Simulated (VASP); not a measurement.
# Os (P6_3/mmc) in VASP: notebook, part 2 of 2

VASP 6.6.1. Earlier steps stand in the parts before.

## Step 5: Relaxation of cell and atoms, PBEsol+D4

Input file INCAR:

```
SYSTEM = Os
PREC     = Accurate       ! precision mode
ENCUT    = 600            ! plane-wave cutoff, eV
EDIFF    = 1E-6           ! SCF threshold, eV
ISMEAR   = -1             ! smearing method
SIGMA    = 0.05           ! smearing width, eV
LREAL    = .False.        ! projectors in reciprocal space
LASPH    = .True.         ! aspherical terms in the spheres
NELM     = 80             ! most SCF steps
ALGO     = Normal         ! electronic algorithm
ISIF     = 3              ! what is computed and relaxed
LWAVE    = .False.        ! write WAVECAR
LCHARG   = .False.        ! write CHGCAR
GGA      = PS             ! functional
IVDW     = 13             ! dispersion correction
IBRION   = 2              ! ionic algorithm
NSW      = 80             ! ionic steps
EDIFFG   = -0.01          ! ionic threshold
```

Input file KPOINTS:

```
regular mesh
0
Gamma
  11 11 6
  0 0 0
```

Input file POSCAR:

```
Os
1.0
    2.7341000000      0.0000000000      0.0000000000
   -1.3670500000      2.3678000565      0.0000000000
    0.0000000000      0.0000000000      4.3197000000
Os
2
Direct
    0.6666666667      0.3333333333      0.7500000000
    0.3333333333      0.6666666667      0.2500000000
```

Launch:

```bash
cat potpaw_PBE.64/Os/POTCAR > POTCAR
mpirun -np 1 vasp_std > vasp.out
```

It took 53 s on 1 thread of Intel Xeon Platinum 8488C (Sapphire Rapids), shared host; peak memory 0.18 GiB.

Results (log left out):

| Property | Result |
| --- | --- |
| Free energy | -25.2984 eV |
| Relaxed volume | 13.78 Å³/atom |
| Relaxed cell | a = 2.721 Å, b = 2.721 Å, c = 4.301 Å, α = 90.00°, β = 90.00°, γ = 120.00° |
| Space group after relaxing (to 0.05 Å) | P6_3/mmc (No. 194) |
| Energy gained by relaxing | 4.0 meV/atom |
| Ionic steps | 7 |
| Pressure after relaxing | -0.1 GPa |
| Band gap on the k mesh | zero (band 8 reaches 11.69 eV, above the bottom of band 9 at 7.70 eV) |
| Dispersion energy per atom | -0.413 eV |

Step by step:
```
step  energy change (eV)  largest force (eV/Å)  pressure (GPa)  volume (Å³)
   1              0.0000                0.0000           -6.32        27.96
   2              0.1772                0.0000           35.67        25.79
   3             -0.0080                0.0000           -0.21        27.58
   4             -0.0080                0.0000           -0.02        27.57
   5             -0.0080                0.0000            0.10        27.56
   6             -0.0080                0.0000           -0.41        27.59
   7             -0.0080                0.0000           -0.06        27.57
```

Final structure:
```yaml
crystal:
  lattice:
    - [2.72075, 0.00000, 0.00000]
    - [-1.36038, 2.35624, 0.00000]
    - [0.00000, 0.00000, 4.30056]
  atoms:
    - { symbol: Os, position: [0.66667, 0.33333, 0.75000] }
    - { symbol: Os, position: [0.33333, 0.66667, 0.25000] }
```

Levels at points of the mesh, in eV from the Fermi level:
```csv
k point,band 5,band 6,band 7,band 8,band 9,band 10,band 11,band 12
"(0.00, 0.00, 0.00)",-2.83,-2.22,-2.22,-1.55,-1.55,0.04,1.78,1.78
"(0.00, 0.00, 0.50)",-3.28,-3.28,-3.28,-3.28,0.97,0.97,0.97,0.97
```

Caveat: the PAW data sets were made with another functional, which shifts forces and pressure a little; spin-orbit coupling is left out, which moves the levels of the heavy elements; pairwise dispersion overbinds metals, which lowers pressure and volume.

## Step 6: Relaxation of cell and atoms, PBE+D3(BJ)

Input file INCAR:

```
SYSTEM = Os
PREC = Accurate
ENCUT = 600
EDIFF = 1E-6
ISMEAR = -1
SIGMA = 0.05
LREAL = .False.
LASPH = .True.
NELM = 60
ALGO = Normal
ISIF = 3
LWAVE = .False.
LCHARG = .False.
GGA = PE
IVDW = 12
IBRION = 2
NSW = 80
EDIFFG = -0.005
```

Input file KPOINTS:

```
Automatic mesh
0
Gamma
  11 11 6
  0 0 0
```

POSCAR is that of step 5.

Potentials or basis: VASP PAW PBE potentials, release 64 (Os).

Launch:

```bash
cat potpaw_PBE.64/Os/POTCAR > POTCAR
mpirun -np 1 vasp_std > vasp.out
```

OUTCAR:

```text
SYSTEM = Os
   PREC = Accurate
   ENCUT = 600
   EDIFF = 1E-6
   ISMEAR = -1
   LREAL = .False.
   LASPH = .True.
   NELM = 60
   ISIF = 3
   GGA = PE
   IVDW = 12
   IBRION = 2
   NSW = 80
   EDIFFG = -0.005
 IVDW          = 12

 ion  position               nearest neighbor table
   1  0.667  0.333  0.750-   2 2.68   2 2.68   2 2.68   2 2.68   2 2.68   2 2.68
   2  0.333  0.667  0.250-   1 2.68   1 2.68   1 2.68   1 2.68   1 2.68   1 2.68

  LATTYP: Found a hexagonal cell.
 ALAT       =     2.7341000000
 C/A-ratio  =     1.5799348963

  Lattice vectors:

 A1 = (   2.7341000000,   0.0000000000,   0.0000000000)
 A2 = (  -1.3670500000,   2.3678000565,   0.0000000000)
 A3 = (   0.0000000000,   0.0000000000,   4.3197000000)

Analysis of symmetry for initial positions (statically):
=====================================================================
 Subroutine PRICEL returns:
 Original cell was already a primitive cell.

 Routine SETGRP: Setting up the symmetry group for a
 hexagonal supercell.
[... 257 lines left out ...]

  energy without entropy =      -22.46601554  energy(sigma->0) =      -22.47264171

 E-fermi :   9.3876     XC(G=0): -14.0432

 val. band max:        9.3646869737   @ k =   0.3636  -0.0000   0.3333
 cond. band min:       9.4483992639   @ k =   0.3636   0.0909   0.3333
 fundamental gap:      0.0837122902
 Fermi energy:         9.3875770216

 k-point     1 :       0.0000    0.0000    0.0000
  band No.  band energies     occupation
      1      -1.4911      2.00000
      2       1.6620      2.00000
      3       6.3910      2.00000
      4       6.3910      2.00000
      5       6.6378      2.00000
      6       7.2292      2.00000
      7       7.2292      2.00000
      8       7.8767      2.00000
      9       7.8767      2.00000
     10       9.4517      0.43417
     11      11.1145      0.00000
     12      11.1145      0.00000
[... 331 lines left out ...]
 k-point    24 :       0.1818    0.0909    0.1667
  band No.  band energies     occupation
      1       0.8095      2.00000
      2       3.2653      2.00000
      3       4.6701      2.00000
      4       4.8934      2.00000
      5       6.1428      2.00000
      6       6.7587      2.00000
      7       7.3322      2.00000
      8       8.2816      2.00000
      9       8.8906      1.99990
     10       9.2670      1.83539
     11      11.5497      0.00000
     12      14.9552      0.00000

 [... further k-points ...]

------------------------ aborting loop because EDIFF is reached ----------------------------------------

 Edisp (eV)   -1.30559

 E8    (eV) :    -0.6418
[... 25 lines left out ...]
  FREE ENERGIE OF THE ION-ELECTRON SYSTEM (eV)
  ---------------------------------------------------
  free  energy   TOTEN  =       -23.7848588991 eV

  energy  without entropy=      -23.7716065558  energy(sigma->0) =      -23.77823273

 reached required accuracy - stopping structural energy minimisation
```

OSZICAR:

```text
N       E                     dE             d eps       ncg     rms          rms(c)
DAV:   1     0.118928608749E+03    0.11893E+03   -0.83514E+03  1536   0.144E+03
[... 22 lines left out ...]
DAV:   1    -0.224882614534E+02    0.20633E-02   -0.26241E-01  1536   0.443E+00    0.128E+00
DAV:   2    -0.224807824365E+02    0.74790E-02   -0.84346E-03  1564   0.987E-01    0.555E-01
DAV:   3    -0.224792147955E+02    0.15676E-02   -0.55196E-03  1912   0.770E-01    0.708E-02
DAV:   4    -0.224792485963E+02   -0.33801E-04   -0.97452E-05  1564   0.779E-02    0.153E-02
DAV:   5    -0.224792662749E+02   -0.17679E-04   -0.15424E-05  1748   0.361E-02    0.398E-03
DAV:   6    -0.224792680913E+02   -0.18165E-05   -0.22740E-06  1200   0.160E-02    0.358E-03
DAV:   7    -0.224792678848E+02    0.20657E-06   -0.12501E-07   768   0.406E-03
   3 F= -.23784859E+02 E0= -.23778233E+02  d E =-.311059E-03
```

It took 26 s on 1 thread of Intel Xeon Platinum 8488C (Sapphire Rapids), shared host; peak memory 0.18 GiB.

Results:

```yaml
Free_energy: -23.7849 eV
Relaxed_volume: 14.02 Å³/atom
Relaxed_cell: a = 2.737 Å, b = 2.737 Å, c = 4.324 Å, α = 90.00°, β = 90.00°, γ = 120.00°
Space_group_after_relaxing_to_0.05_Å: P6_3/mmc (No. 194)
Energy_gained_by_relaxing: 0.2 meV/atom
Ionic_steps: 3
Pressure_after_relaxing: 0.0 GPa
Band_gap_on_the_k_mesh: zero (band 8 reaches 11.52 eV, above the bottom of band 9 at 7.65 eV)
Dispersion_energy_per_atom: -0.653 eV
```

Step by step:
```tsv
step	energy change (eV)	largest force (eV/Å)	pressure (GPa)	volume (Å³)
1	0.0000	0.0000	1.26	27.96
2	0.0061	0.0000	-5.41	28.41
3	-0.0003	0.0000	0.01	28.05
```

Final structure:
```
CELL_PARAMETERS angstrom
2.73655 0.00000 0.00000
-1.36828 2.36992 0.00000
0.00000 0.00000 4.32446
ATOMIC_POSITIONS crystal
Os 0.66667 0.33333 0.75000
Os 0.33333 0.66667 0.25000
```

Levels at points of the mesh, in eV from the Fermi level:
| k point | band 4 | band 5 | band 6 | band 7 | band 8 | band 9 | band 10 | band 11 | band 12 |
| --- | --- | --- | --- | --- | --- | --- | --- | --- | --- |
| (0.00, 0.00, 0.00) | -3.00 | -2.75 | -2.16 | -2.16 | -1.51 | -1.51 | 0.06 | 1.73 | 1.73 |
| (0.00, 0.00, 0.50) | -3.52 | -3.19 | -3.19 | -3.19 | -3.19 | 0.94 | 0.94 | 0.94 | 0.94 |

Caveat: spin-orbit coupling is left out, which moves the levels of the heavy elements; pairwise dispersion overbinds metals, which lowers pressure and volume.

## Step 7: The runs side by side

| task | level | spin | cell | cutoff (eV) | gap on the mesh (eV) | pressure (GPa) | relaxed volume (Å³/atom) |
| --- | --- | --- | --- | --- | --- | --- | --- |
| single point | PBEsol | non-collinear, zero start, SOC | a = 2.734, b = 2.734, c = 4.320 Å, angles 90.0, 90.0, 120.0°, 2 atoms | 520 | - | -2.0 | - |
| single point | PBEsol+D4 | off | a = 2.719, b = 2.719, c = 4.299 Å, angles 90.0, 90.0, 120.0°, 2 atoms | 520 | none | 0.7 | - |
| single point | PBE+D3(BJ) | off | a = 2.736, b = 2.736, c = 4.325 Å, angles 90.0, 90.0, 120.0°, 2 atoms | 520 | none | 0.0 | - |
| relaxation of cell and atoms | PBEsol+D4 | off | relaxed from a = 2.734, b = 2.734, c = 4.320 Å, angles 90.0, 90.0, 120.0°, 2 atoms | 600 | none | -0.1 | 13.78 |
| relaxation of cell and atoms | PBE+D3(BJ) | off | relaxed from a = 2.734, b = 2.734, c = 4.320 Å, angles 90.0, 90.0, 120.0°, 2 atoms | 600 | none | 0.0 | 14.02 |

Alike in all rows: potentials or basis VASP PAW PBE potentials, release 64 (Os); k mesh 11 × 11 × 6; smearing fermi-dirac 0.05 eV.

Caveats: spin-orbit coupling is left out, which moves the levels of the heavy elements (some runs); pairwise dispersion overbinds metals, which lowers pressure and volume (some runs); the PAW data sets were made with another functional, which shifts forces and pressure a little (some runs).

Total energies depend on the potentials used, so only differences within one code and one set of settings carry meaning.
